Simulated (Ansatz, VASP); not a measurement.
# Pt: VASP beside Ansatz

INCAR

```
SYSTEM = Pt
PREC     = Accurate       ! precision mode
ENCUT    = 520            ! plane-wave cutoff, eV
EDIFF    = 1E-7           ! SCF threshold, eV
ISMEAR   = -1             ! smearing method
SIGMA    = 0.05           ! smearing width, eV
LREAL    = .FALSE.        ! projectors in reciprocal space
LASPH    = .TRUE.         ! aspherical terms in the spheres
NELM     = 80             ! most SCF steps
ALGO     = Normal         ! electronic algorithm
ISIF     = 2              ! what is computed and relaxed
LWAVE    = .FALSE.        ! write WAVECAR
LCHARG   = .TRUE.         ! write CHGCAR
GGA      = PE             ! functional
ALDAC    = 0.0          
AGGAC    = 0.0          
LELF     = .TRUE.         ! ELF
LVHAR    = .TRUE.       
NBANDS   = 11             ! bands
```

KPOINTS

```
regular mesh
0
G
  12 12 12
  0 0 0
```

POSCAR

```
Pt
1.0
    0.0000000000      1.9993587835      1.9993587835
    1.9993587835      0.0000000000      1.9993587835
    1.9993587835      1.9993587835      0.0000000000
Pt
1
Direct
    0.0000000000      0.0000000000      0.0000000000
```

input.yaml

```yaml
crystal:
  lattice:
    - [0.0, 1.9993587835, 1.9993587835]
    - [1.9993587835, 0.0, 1.9993587835]
    - [1.9993587835, 1.9993587835, 0.0]
  atoms:
    - { symbol: Pt, position: [0.0, 0.0, 0.0] }
hamiltonian:
  xc: { exchange: pbe, correlation: none }
  pseudopotentials: { kind: paw }
kpoints:
  mp_grid: { grid: [12, 12, 12] }
scf:
  occupations: { method: fermi_dirac, width: 0.05 }
output:
  forces: true
  stress: true
  eigenvalues: true
```

Alike in both runs: task single point; functional PBE exchange alone; k mesh 12 × 12 × 12; occupations fermi-dirac, width 0.05 eV; no spin polarisation.

|  | VASP | Ansatz |
| --- | --- | --- |
| version | VASP 6.6.1 | Ansatz 0.2.0 |
| potentials or method | VASP PAW PBE potentials, release 64 (Pt) | Ansatz PAW |
| plane-wave cutoff (eV) | 520 | 420 |
| valence electrons in the cell | 10 | 18 |

Ansatz gave:

| Item | Value |
| --- | --- |
| gap on the k mesh at the Fermi level (eV) | none |
| pressure (GPa) | 24.3 |

**Question.** Which values does VASP return?

**Answer.** gap on the k mesh at the Fermi level (eV): none; pressure (GPa): 24.1.

VASP's potentials were made for PBE, not for PBE exchange alone. A gap of «none» marks a metal or a gap that the smearing closes. VASP's potentials hold 10 valence electrons a cell and Ansatz's 18, so a difference there can come from the potentials and not from the codes.

Spin-orbit coupling is off throughout.
